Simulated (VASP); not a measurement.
# MgO (I4mm) in VASP: single point with LDA

Aim: the single point of MgO with LDA.

All numbers are computed with VASP 6.6.1; they aren't measurements. Logs are shortened: lines on timing, memory, paths and dates and some standing lists are left out, and cuts for length are marked.

### Step 1. The cell of the first run

Symmetry: I4mm, No. 107, tetragonal system. Conventional cell: a = 3.020 Å, b = 3.020 Å, c = 4.270 Å, α = 90.00°, β = 90.00°, γ = 90.00°. Within 2.0 Å of Mg (site symmetry 4mm) lie 1 O at 1.54 Å. O (site symmetry 4mm) has 1 Mg at 1.54 Å within 2.0 Å.

### Step 2. Single point, LDA (atom 2 (O) moved by (-0.600, +0.000) A along y and z)

File INCAR:

```
  ALGO = Normal
  EDIFF = 1E-6
  ENCUT = 840
  GGA_COMPAT = F
  ISIF = 2
  ISMEAR = 0
  LASPH = T
  LCHARG = T
  LELF = T
  LREAL = F
  LVHAR = T
  LWAVE = F
  NBANDS = 15
  NELM = 120
  PREC = Accurate
  SIGMA = 0.05
```

File KPOINTS:

```
k-points
0
Gamma
  6 6 6
```

File POSCAR:

```
MgO
1.0
    0.0000000000      2.1351500000      2.1351500000
    2.1351500000      0.0000000000      2.1351500000
    2.1351500000      2.1351500000      0.0000000000
Mg O
1 1
Direct
    0.0000000000      0.0000000000      0.0000000000
    0.3594946491      0.6405053509      0.3594946491
```

Potentials or basis: VASP PAW LDA potentials, release 64 (Mg_sv, O).

Launch:

```
$ cat potpaw_LDA.64/Mg_sv/POTCAR potpaw_LDA.64/O/POTCAR > POTCAR
$ mpirun -np 1 vasp_std > vasp.out
```

OUTCAR:

```text
EDIFF = 1E-6
   ENCUT = 840
   ISIF = 2
   ISMEAR = 0
   LASPH = T
   LREAL = F
   NELM = 120
   PREC = Accurate

 ion  position               nearest neighbor table
   1  0.000  0.000  0.000-   2 1.54
   2  0.359  0.641  0.359-   1 1.54

  LATTYP: Found a face centered cubic cell.
 ALAT       =     4.2703000000

  Lattice vectors:

 A1 = (   0.0000000000,   2.1351500000,   2.1351500000)
 A2 = (   2.1351500000,   0.0000000000,   2.1351500000)
 A3 = (   2.1351500000,   2.1351500000,   0.0000000000)

Analysis of symmetry for initial positions (statically):
=====================================================================
 Subroutine PRICEL returns:
 Original cell was already a primitive cell.

 Routine SETGRP: Setting up the symmetry group for a
 face centered cubic supercell.

 Subroutine GETGRP returns: Found  8 space group operations
 (whereof  8 operations were pure point group operations)
 out of a pool of 48 trial point group operations.

The static configuration has the point symmetry C_4v.

Analysis of symmetry for dynamics (positions and initial velocities):
=====================================================================
 Subroutine PRICEL returns:
 Original cell was already a primitive cell.

 Routine SETGRP: Setting up the symmetry group for a
 face centered cubic supercell.

 Subroutine GETGRP returns: Found  8 space group operations
 (whereof  8 operations were pure point group operations)
 out of a pool of 48 trial point group operations.

The dynamic configuration has the point symmetry C_4v.

 Subroutine INISYM returns: Found  8 space group operations
 (whereof  8 operations are pure point group operations),
 and found     1 'primitive' translations

----------------------------------------------------------------------------------------

                                     Primitive cell

  volume of cell :      19.4677

  direct lattice vectors                    reciprocal lattice vectors
     0.000000000  2.135150000  2.135150000    -0.234175585  0.234175585  0.234175585
     2.135150000  0.000000000  2.135150000     0.234175585 -0.234175585  0.234175585
     2.135150000  2.135150000  0.000000000     0.234175585  0.234175585 -0.234175585

  length of vectors
     3.019558088  3.019558088  3.019558088     0.405604011  0.405604011  0.405604011

  position of ions in fractional coordinates (direct lattice)
     0.000000000  0.000000000  0.000000000
     0.359494649  0.640505351  0.359494649

  ion indices of the primitive-cell ions
   primitive index   ion index
                 1           1
                 2           2

----------------------------------------------------------------------------------------

 KPOINTS: k-points

Automatic generation of k-mesh.
 Grid dimensions read from file:
 generate k-points for:    6    6    6

 Generating k-lattice:

  Cartesian coordinates                     Fractional coordinates (reciprocal lattice)
    -0.039029264  0.039029264  0.039029264     0.166666667  0.000000000  0.000000000
     0.039029264 -0.039029264  0.039029264     0.000000000  0.166666667  0.000000000
     0.039029264  0.039029264 -0.039029264     0.000000000  0.000000000  0.166666667

  Length of vectors
     0.067600668  0.067600668  0.067600668

  Shift w.r.t. Gamma in fractional coordinates (k-lattice)
     0.000000000  0.000000000  0.000000000

 Subroutine IBZKPT returns following result:
 ===========================================

 Found     30 irreducible k-points:

 Following reciprocal coordinates:
            Coordinates               Weight
  0.000000  0.000000  0.000000      1.000000
  0.166667  0.000000  0.000000      8.000000
  0.333333  0.000000  0.000000      8.000000
  0.500000  0.000000  0.000000      4.000000
  0.166667  0.166667  0.000000      4.000000
  0.166667  0.000000  0.166667      2.000000
[... 16 lines left out ...]
  0.500000  0.333333  0.166667      8.000000
  0.166667  0.500000  0.333333      8.000000
 [... further k-points ...]
   k-points           NKPTS =     30   k-points in BZ     NKDIM =     30   number of bands    NBANDS=     15
   number of dos      NEDOS =    301   number of ions     NIONS =      2
   total plane-waves  NPLWV =  27000
   dimension x,y,z NGX =    30 NGY =   30 NGZ =   30
   dimension x,y,z NGXF=    60 NGYF=   60 NGZF=   60
   ions per type =               1   1
   NGX,Y,Z   is equivalent  to a cutoff of  16.52, 16.52, 16.52 a.u.
   NGXF,Y,Z  is equivalent  to a cutoff of  33.03, 33.03, 33.03 a.u.
 SYSTEM =  unknown system
   PREC   = accura    normal or accurate (medium, high low for compatibility)
   ISTART =      0    job   : 0-new  1-cont  2-samecut
   ICHARG =      2    charge: 1-file 2-atom 10-const
   ISPIN  =      1    spin polarized calculation?
   LNONCOLLINEAR =      F non collinear calculations
   LSORBIT =      F    spin-orbit coupling
   LASPH  =      T    aspherical Exc in radial PAW
   ENCUT  =  840.0 eV  61.74 Ry    7.86 a.u.   7.14  7.14  7.14*2*pi/ulx,y,z
   NELM   =    120;   NELMIN=  2; NELMDL= -5     # of ELM steps
   EDIFF  = 0.1E-05   stopping-criterion for ELM
   LREAL  =      F    real-space projection
[... 7 lines left out ...]
   TEBEG  =    0.0;   TEEND  =   0.0 temperature during run
   PSTRESS=    0.0 pullay stress
   NELECT =      16.0000    total number of electrons
   NUPDOWN=      -1.0000    fix difference up-down
   EMIN   =  10.00;   EMAX   =-10.00  energy-range for DOS
   EFERMI =   0.00;   METHOD = LEGACY
   ISMEAR =     0;   SIGMA  =   0.05  broadening in eV -4-tet -1-fermi 0-gaus
   EFERMI_NEDOS =   21; number of points for ismear=-14 and -15
   IALGO  =     38    algorithm
   IMIX   =      4    mixing-type and parameters
     AMIX     =   0.40;   BMIX     =  1.00
     AMIX_MAG =   1.60;   BMIX_MAG =  1.00
  volume/ion in A,a.u.               =       9.73        65.69
  Fermi-wavevector in a.u.,A,eV,Ry     =   1.533474  2.897846 31.994681  2.351543
  Thomas-Fermi vector in A             =   2.640536
   LORBIT       =      0    0 simple, 1 ext, 2 COOP (PROOUT), +10 PAW based schemes
   GGA     = CA    functional components
   LHFCALC =     F    Hartree Fock is set to
   AEXX    =    0.0000 exact exchange contribution
   IVDW    =     0    specifies the selected vdW correction
   LEPSILON=     F    determine dielectric tensor
   LRPA    =     F    only Hartree local field effects (RPA)
 non-spin polarized calculation
 Gauss-broadening in eV      SIGMA  =   0.05
  energy-cutoff  :      840.00
  volume of cell :       19.47
 maximum number of plane-waves:      1090
 NGX is ok and might be reduce to    30
   NGX = 15   NGY = 15   NGZ = 15

 number of electron      15.9999994 magnetization

 Free energy of the ion-electron system (eV)
  ---------------------------------------------------
  ext. energy  EPLUGINS =         0.00000000
  ---------------------------------------------------
  free energy    TOTEN  =       -11.08130895 eV

  energy without entropy =      -11.08130895  energy(sigma->0) =      -11.08130895

 E-fermi :   2.1801     XC(G=0): -11.5869

 val. band max:        1.8870253102   @ k =   0.1667   0.0000   0.0000
 cond. band min:       6.1757034248   @ k =   0.0000   0.0000   0.0000
 fundamental gap:      4.2886781145
 Fermi energy:         2.1800878596

 k-point     1 :       0.0000    0.0000    0.0000
  band No.  band energies     occupation
      1     -68.9247      2.00000
      2     -36.5387      2.00000
      3     -36.3425      2.00000
      4     -36.3425      2.00000
      5     -14.5665      2.00000
      6       1.8371      2.00000
      7       1.8854      2.00000
      8       1.8854      2.00000
      9       6.1757      0.00000
     10      18.1132      0.00000
     11      18.7735      0.00000
     12      18.7735      0.00000
     13      20.7442      0.00000
     14      23.2278      0.00000
     15      23.8003      0.00000

 k-point     2 :       0.1667    0.0000    0.0000
  band No.  band energies     occupation
      1     -68.9225      2.00000
      2     -36.5505      2.00000
      3     -36.3555      2.00000
      4     -36.3453      2.00000
      5     -14.2998      2.00000
      6       0.4300      2.00000
      7       1.7895      2.00000
      8       1.8870      2.00000
      9       7.5161      0.00000
     10      15.3732      0.00000
     11      18.6842      0.00000
     12      18.8571      0.00000
     13      21.8341      0.00000
     14      22.0176      0.00000
     15      24.0430      0.00000

 k-point     3 :       0.3333    0.0000    0.0000
  band No.  band energies     occupation
      1     -68.9184      2.00000
      2     -36.5770      2.00000
      3     -36.3785      2.00000
      4     -36.3511      2.00000
      5     -13.7103      2.00000
      6      -1.4320      2.00000
      7       1.6042      2.00000
      8       1.6863      2.00000
      9       9.2289      0.00000
     10      13.4680      0.00000
     11      18.0580      0.00000
     12      18.2932      0.00000
     13      21.6488      0.00000
     14      23.2569      0.00000
     15      24.6715      0.00000

 k-point     4 :       0.5000    0.0000    0.0000
  band No.  band energies     occupation
      1     -68.9161      2.00000
      2     -36.5916      2.00000
      3     -36.3883      2.00000
      4     -36.3539      2.00000
      5     -13.3789      2.00000
      6      -2.2401      2.00000
      7       1.5146      2.00000
      8       1.5876      2.00000
      9       9.6872      0.00000
     10      13.1769      0.00000
     11      17.5948      0.00000
     12      18.1920      0.00000
     13      21.3147      0.00000
     14      25.3351      0.00000
     15      25.6278      0.00000
[... 307 lines left out ...]
 k-point    22 :       0.5000    0.0000    0.5000
  band No.  band energies     occupation
      1     -68.9128      2.00000
      2     -36.6321      2.00000
      3     -36.3735      2.00000
      4     -36.3735      2.00000
      5     -13.1536      2.00000
      6      -1.1899      2.00000
      7       0.8414      2.00000
      8       0.8414      2.00000
      9      10.0387      0.00000
     10      11.1280      0.00000
     11      14.3134      0.00000
     12      20.3466      0.00000
     13      20.3466      0.00000
     14      29.2871      0.00000
     15      30.2804      0.00000

 k-point    23 :       0.5000    0.3333    0.1667
  band No.  band energies     occupation
      1     -68.9156      2.00000
      2     -36.5770      2.00000
      3     -36.3877      2.00000
      4     -36.3716      2.00000
      5     -13.3594      2.00000
      6      -1.2609      2.00000
      7       0.1923      2.00000
      8       1.2865      2.00000
      9      11.1061      0.00000
     10      13.3558      0.00000
     11      13.9084      0.00000
     12      20.4166      0.00000
     13      20.9273      0.00000
     14      24.8616      0.00000
     15      27.6437      0.00000

 k-point    24 :       0.1667    0.5000    0.3333
  band No.  band energies     occupation
      1     -68.9155      2.00000
      2     -36.5805      2.00000
      3     -36.3990      2.00000
      4     -36.3593      2.00000
      5     -13.3770      2.00000
      6      -1.3996      2.00000
      7       0.7461      2.00000
      8       1.0965      2.00000
      9      11.3762      0.00000
     10      12.4803      0.00000
     11      14.4637      0.00000
     12      18.3011      0.00000
     13      21.9242      0.00000
     14      25.4100      0.00000
     15      28.3393      0.00000

 [... further k-points ...]

------------------------ aborting loop because EDIFF is reached ----------------------------------------

  FORCE on cell =-STRESS in cart. coord.  units (eV):
  Direction    XX          YY          ZZ          XY          YZ          ZX
  --------------------------------------------------------------------------------------
  -------------------------------------------------------------------------------------
  Total       -1.8317592     17.5717100     -1.8317592     -0.0000000      0.0000000      0.0000000
  in kB     -150.7522503   1446.1370147   -150.7522503     -0.0000000      0.0000000      0.0000000
  external PRESSURE =     381.5441713 kB  Pullay stress =       0.0000000 kB

 VOLUME and BASIS-vectors are now :
 -----------------------------------------------------------------------------
  energy-cutoff  :      840.00
  volume of cell :       19.47
      direct lattice vectors                 reciprocal lattice vectors
     0.000000000  2.135150000  2.135150000    -0.234175585  0.234175585  0.234175585
     2.135150000  0.000000000  2.135150000     0.234175585 -0.234175585  0.234175585
     2.135150000  2.135150000  0.000000000     0.234175585  0.234175585 -0.234175585

 POSITION                                       TOTAL-FORCE (eV/Angst)
 -----------------------------------------------------------------------------------
      0.00000      0.00000      0.00000         0.000000    -12.637265      0.000000
      2.13515      1.53515      2.13515         0.000000     12.637265      0.000000
 -----------------------------------------------------------------------------------
    total drift:                               -0.000000     -0.001975     -0.000000

  FREE ENERGIE OF THE ION-ELECTRON SYSTEM (eV)
  ---------------------------------------------------
  free  energy   TOTEN  =       -11.0813089527 eV

  energy  without entropy=      -11.0813089527  energy(sigma->0) =      -11.08130895
```

Wall time 22 s (1 thread of AMD EPYC 7R43 (Zen 3), shared host); peak memory 0.11 GiB.

Results:

* Free energy: -11.0813 eV
* Pressure: 38.2 GPa
* Largest force: 12.637 eV/Å
* Band gap on the k mesh: 4.29 eV

Forces in eV/Å, atoms in the order of the input:
```
Mg    0.000 -12.637   0.000
O     0.000  12.637   0.000
```

Caveat: the k points lie up to 0.42 Å⁻¹ apart; the cell differs from its parent crystal (atom 2 (O) moved by (-0.600, +0.000) A along y and z); forces of over 1 eV/Å act on the atoms, so gaps and moduli don't describe the material at rest.
